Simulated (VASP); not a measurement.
Set up this calculation in VASP 6.6.1, as the native input.

| Item | Value |
| --- | --- |
| Task | single point |
| Functional | PBE |
| Potentials or basis | VASP PAW PBE potentials, release 64 (Sb, In_d) |
| Cutoff | 520 eV |
| k mesh | 6 × 6 × 6 |
| Occupations | fermi-dirac, width 0.05 eV |
| Spin | no spin polarisation |
| Dipole correction | no |
| Further INCAR settings | ALGO = Normal; EDIFF = 1e-07; NBANDS = 22 |

The structure of InSb3 lies in POSCAR:

```
InSb3
1.0
    4.8121473182      0.0000000000      0.0000000000
    0.0000000000      4.8121473182      0.0000000000
    0.0000000000      0.0000000000      4.8121473182
Sb In
3 1
Direct
    0.5000000000      0.5000000000      0.0000000000
    0.0000000000      0.5000000000      0.5000000000
    0.5000000000      0.0000000000      0.5000000000
    0.0000000000      0.0000000000      0.0000000000
```

These files were run (other wordings do the same):

INCAR

```
  PREC = Accurate
  ENCUT = 520
  EDIFF = 1E-7
  ISMEAR = -1
  SIGMA = 0.05
  LREAL = False
  LASPH = True
  NELM = 100
  ALGO = Normal
  ISIF = 2
  LWAVE = False
  LCHARG = False
  GGA = PE
  NBANDS = 22
```

KPOINTS

```
regular mesh
0
Gamma
  6 6 6
```

Potentials or basis: VASP PAW PBE potentials, release 64 (Sb, In_d).

Command:

```sh
$ cat potpaw_PBE.64/Sb/POTCAR potpaw_PBE.64/In_d/POTCAR > POTCAR
$ mpirun -np 1 vasp_std > vasp.out
```

It gave:

```yaml
Pressure: -0.1 GPa
Band_gap_on_the_k_mesh: zero (bands 14 and 15 overlap by 4.60 eV)
```

Caveat: spin-orbit coupling is left out, which moves the levels of the heavy elements.

Run time: 59 s on 1 thread of Intel Xeon 8259CL (shared host), peak memory 0.22 GiB.
